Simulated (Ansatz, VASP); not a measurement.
## Two plane-wave programs on Co

Contents of INCAR:

```
ALGO     = Normal         # electronic algorithm
EDIFF    = 1E-6           # SCF threshold, eV
ENCUT    = 520            # plane-wave cutoff, eV
GGA      = PE             # functional
ISIF     = 2              # what is computed and relaxed
ISMEAR   = -1             # smearing method
ISPIN    = 2              # spin polarisation
LASPH    = T              # aspherical terms in the spheres
LCHARG   = T              # write CHGCAR
LELF     = T              # ELF
LMAXMIX  = 4              # l up to which the mixer works
LORBIT   = 11             # projections on sites
LREAL    = F              # projectors in reciprocal space
LVHAR    = T            
LWAVE    = F              # write WAVECAR
MAGMOM   = 2 2            # initial moments
NBANDS   = 20             # bands
NELM     = 150            # most SCF steps
PREC     = Accurate       # precision mode
SIGMA    = 0.05           # smearing width, eV
```

Contents of KPOINTS:

```
k-points
0
Gamma
  14 14 8
```

File POSCAR:

```
Co
1.0
    2.5074000000      0.0000000000      0.0000000000
   -1.2537000000      2.1714720974      0.0000000000
    0.0000000000      0.0000000000      4.0699000000
Co
2
Direct
    0.3333333333      0.6666666667      0.2500000000
    0.6666666667      0.3333333333      0.7500000000
```

Input for Ansatz:

```yaml
crystal:
  lattice:
    - [2.5074, 0.0, 0.0]
    - [-1.2537, 2.1714720974, 0.0]
    - [0.0, 0.0, 4.0699]
  atoms:
    - { symbol: Co, position: [0.3333333333, 0.6666666667, 0.25], spin: 2.0 }
    - { symbol: Co, position: [0.6666666667, 0.3333333333, 0.75], spin: 2.0 }
magnetization:
  spin_polarized: true
kpoints:
  mp_grid: { grid: [14, 14, 8] }
scf:
  occupations: { method: fermi_dirac, width: 0.05 }
  lower_state_search: "off"
hamiltonian:
  xc: pbe
  pseudopotentials: { kind: paw }
output:
  forces: true
  stress: true
  eigenvalues: true
```

Alike in both runs: task single point; functional PBE; k mesh 14 × 14 × 8; occupations fermi-dirac, width 0.05 eV; collinear spin.

```csv
,VASP,Ansatz
version,VASP 6.6.1,Ansatz 0.2.0
potentials or method,"VASP PAW PBE potentials, release 64 (Co)","PAW with Ansatz's default frozen-core files, scalar-relativistic"
plane-wave cutoff (eV),520,420
valence electrons in the cell,18,34
```

Ansatz gave:

- pressure (GPa): -4.1
- traceless stress, the component that is largest in VASP (GPa): -0.95
- net moment per atom (μB): 1.62
- size of the moment on the site where the two differ most (μB): 1.70

Estimate VASP's values.

pressure (GPa): -4.9; traceless stress, the component that is largest in VASP (GPa): -0.98; net moment per atom (μB): 1.60; size of the moment on the site where the two differ most (μB): 1.63.

Site moments also hang on the region over which each program counts them. The functional is the same, so the differences come from potentials, cutoffs and numerics. VASP's potentials hold 18 valence electrons a cell and Ansatz's 34, so a difference there can come from the potentials and not from the codes.
